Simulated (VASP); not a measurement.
Here is a VASP 6.6.1 calculation.

POSCAR

```
CsI
1.0
    4.5667000000      0.0000000000      0.0000000000
    0.0000000000      4.5667000000      0.0000000000
    0.0000000000      0.0000000000      4.5667000000
Cs I
1 1
Direct
    0.0000000000      0.0000000000      0.0000000000
    0.5000000000      0.5000000000      0.5000000000
```

Contents of INCAR.step1:

```
PREC     = Accurate       # precision mode
ENCUT    = 550            # plane-wave cutoff, eV
ISMEAR   = -1             # smearing method
SIGMA    = 0.1            # smearing width, eV
LREAL    = False          # projectors in reciprocal space
LASPH    = True           # aspherical terms in the spheres
NELM     = 120            # most SCF steps
GGA      = PE             # functional
ALGO     = Normal         # electronic algorithm
EDIFF    = 1E-5           # SCF threshold, eV
LWAVE    = True           # write WAVECAR
LCHARG   = False          # write CHGCAR
GGA_COMPAT= False        
IBRION   = 2              # ionic algorithm
ISIF     = 3              # what is computed and relaxed
EDIFFG   = -0.005         # ionic threshold
NELMIN   = 4            
NSW      = 100            # ionic steps
```

INCAR.step2

```
PREC     = Accurate       # precision mode
ENCUT    = 550            # plane-wave cutoff, eV
EDIFF    = 1E-7           # SCF threshold, eV
ISMEAR   = -1             # smearing method
SIGMA    = 0.1            # smearing width, eV
LREAL    = False          # projectors in reciprocal space
LASPH    = True           # aspherical terms in the spheres
NELM     = 120            # most SCF steps
ALGO     = Normal         # electronic algorithm
ISIF     = 3              # what is computed and relaxed
LWAVE    = False          # write WAVECAR
LCHARG   = False          # write CHGCAR
METAGGA  = R2SCAN         # meta-GGA
LMIXTAU  = True         
IBRION   = 2              # ionic algorithm
NSW      = 100            # ionic steps
EDIFFG   = -0.002         # ionic threshold
ISTART   = 1            
GGA_COMPAT= False        
NELMIN   = 4
```

KPOINTS

```
Automatic mesh
0
Gamma
  8 8 8
```

Potentials or basis: VASP PAW PBE potentials, release 64 (Cs_sv, I).

The run is started by

```bash
$ cat potpaw_PBE.64/Cs_sv/POTCAR potpaw_PBE.64/I/POTCAR > POTCAR
$ cp INCAR.step1 INCAR
$ mpirun -np 1 vasp_std > vasp.out
$ cp INCAR.step2 INCAR
$ mpirun -np 1 vasp_std > vasp.out
```

Predict the space group after relaxing (to 0.1 Å).

Pm-3m (No. 221).

What does it give for the band gap on the k mesh?

4.48 eV (least direct gap 4.58 eV).

Estimate the relaxed volume.

49.14 Å³/atom.

Estimate the relaxed cell.

a = 4.615 Å, b = 4.615 Å, c = 4.615 Å, α = 90.00°, β = 90.00°, γ = 90.00°.

Step by step:
```tsv
step	energy change (eV)	largest force (eV/Å)	pressure (GPa)	volume (Å³)
1	0.0000	0.0000	0.42	95.24
2	-0.0031	0.0000	0.17	96.96
3	-0.0038	0.0000	-0.02	98.41
4	-0.0038	0.0000	0.00	98.27
```

Caveat: the PAW data sets were made with another functional, which shifts forces and pressure a little; spin-orbit coupling is left out, which moves the levels of the heavy elements. A k mesh can miss the band edges.
